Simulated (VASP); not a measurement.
Sn:

```
Sn
1.0
     0.00000    3.23334    3.23334
     3.23334    0.00000    3.23334
     3.23334    3.23334    0.00000
Sn
2
Direct
  0.00000 0.00000 0.00000
  0.25000 0.25000 0.25000
```

Base run:

| Quantity | Value |
| --- | --- |
| Program | VASP 6.6.1 |
| Functional | BLYP |
| Potentials or basis | VASP PAW PBE potentials, release 64 (Sn_d) |
| Cutoff | 520 eV |
| k mesh | 9 × 9 × 9 |
| Occupations | fermi-dirac, width 0.1 eV |
| Spin | no spin polarisation |

Its results: band gap on the k mesh zero (band 14 reaches 6.28 eV, above the bottom of band 15 at 6.21 eV); pressure 6.5 GPa.

Question: After a change of settings the same cell gave: band gap on the k mesh zero (filled and empty bands touch); pressure 2.2 GPa. Which change was it?
A. functional from BLYP to RPBE
B. functional from BLYP to PBE; further incar settings from ALGO = Normal; EDIFF = 1e-06; NBANDS = 21 to ALGO = Normal; EDIFF = 1e-07; NBANDS = 21
C. functional from BLYP to r2SCAN

Answer: C.

Caveats: the PAW data sets were made with another functional, which shifts forces and pressure a little; spin-orbit coupling is left out, which moves the levels of the heavy elements.
